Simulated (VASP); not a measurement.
## TiAl: single point with PBE

TiAl:

```
CELL_PARAMETERS angstrom
2.86726 0.00000 0.00000
-1.43363 2.48312 0.00000
0.00000 0.00000 4.67808
ATOMIC_POSITIONS crystal
Ti 0.99025 0.00486 0.01131
Al 0.34812 0.66269 0.51633
```

This cell differs from its parent crystal: atoms moved at random.

```
Program             : VASP 6.6.1
Task                : single point
Functional          : PBE
Potentials or basis : VASP PAW PBE potentials, release 64 (Ti_sv, Al)
Cutoff              : 520 eV
k mesh              : 11 × 11 × 6
Occupations         : fermi-dirac, width 0.05 eV
Spin                : no spin polarisation
```

```
Pressure      : 0.2 GPa
Largest force : 0.225 eV/Å
```

Forces in eV/Å, atoms in the order of the input:
```
Ti   0.153 -0.027  0.163
Al  -0.153  0.027 -0.163
```

Stress tensor (GPa, compression positive):
```
 0.41  1.31  0.07
 1.31  1.17 -0.01
 0.07 -0.01 -0.83
```

Levels at points of the mesh, in eV from the Fermi level:
```
           k point  band 4  band 5  band 6  band 7  band 8  band 9  band 10  band 11  band 12  band 13
(0.00, 0.00, 0.00)  -32.41   -8.90   -2.28   -1.81    1.29    1.30     2.76     2.80     3.91    12.91
(0.00, 0.00, 0.50)  -32.41   -8.01   -5.25   -0.41    1.30    1.31     2.69     2.73     6.80    10.97
```

It took 6.4 min on 1 thread of AMD EPYC 7R13 Processor (Zen 3), with other jobs on the host, peak memory 0.26 GiB.

Caveat: the cell differs from its parent crystal (atoms moved at random).
